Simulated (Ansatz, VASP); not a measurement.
One calculation of Cs, two programs

```xyz
2
Lattice="5.4563 0.0000 0.0000 -2.7282 4.7253 0.0000 0.0000 0.0000 8.9102" Properties=species:S:1:pos:R:3 pbc="T T T"
Cs    0.0000    3.1502    2.2276
Cs    2.7282    1.5751    6.6827
```

Alike in both runs: task single point; functional PBEsol; k mesh 8 × 8 × 4; occupations fermi-dirac, width 0.1 eV; no spin polarisation.

|  | VASP | Ansatz |
| --- | --- | --- |
| version | VASP 6.6.1 | Ansatz 0.2.0 |
| potentials or method | VASP PAW PBE potentials, release 64 (Cs_sv), cutoff 520 eV | plane waves (420 eV) with PAW, scalar-relativistic |
| valence electrons in the cell | 18 | 18 |

```tsv
	VASP	Ansatz	Ansatz less VASP
pressure (GPa)	-0.1	-0.1	+0.01
```

VASP's potentials were made for PBE, not for PBEsol, and Ansatz warns of the same on its side.

Neither program's run includes spin-orbit coupling.
